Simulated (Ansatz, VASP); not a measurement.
Sb: VASP beside Ansatz

```xyz
1
Lattice="-1.8964 1.8964 1.8964 1.8964 -1.8964 1.8964 1.8964 1.8964 -1.8964" Properties=species:S:1:pos:R:3 pbc="T T T"
Sb    0.0000    0.0000    0.0000
```

Alike in both runs: functional PBE; k mesh 10 × 10 × 10; occupations gaussian, width 0.1 eV; no spin polarisation.

Ansatz relaxed the structure, and its values are those at the end. VASP's run is a single point on that final structure, the one shown.

|  | VASP | Ansatz |
| --- | --- | --- |
| version | VASP 6.6.1 | Ansatz 0.2.0 |
| potentials or method | VASP PAW PBE potentials, release 64 (Sb), cutoff 500 eV | scalar-relativistic, plane waves, PAW |
| valence electrons in the cell | 5 | 15 |

|  | VASP | Ansatz | Ansatz less VASP |
| --- | --- | --- | --- |
| gap on the k mesh at the Fermi level (eV) | none | none | - |
| pressure (GPa) | 0.4 | 0.5 | +0.13 |

A gap of «none» marks a metal or a gap that the smearing closes. With one functional, cell and mesh, what is left measures potentials, basis and numerics. VASP's potentials hold 5 valence electrons a cell and Ansatz's 15, so a difference there can come from the potentials and not from the codes.

Spin-orbit coupling is off throughout.
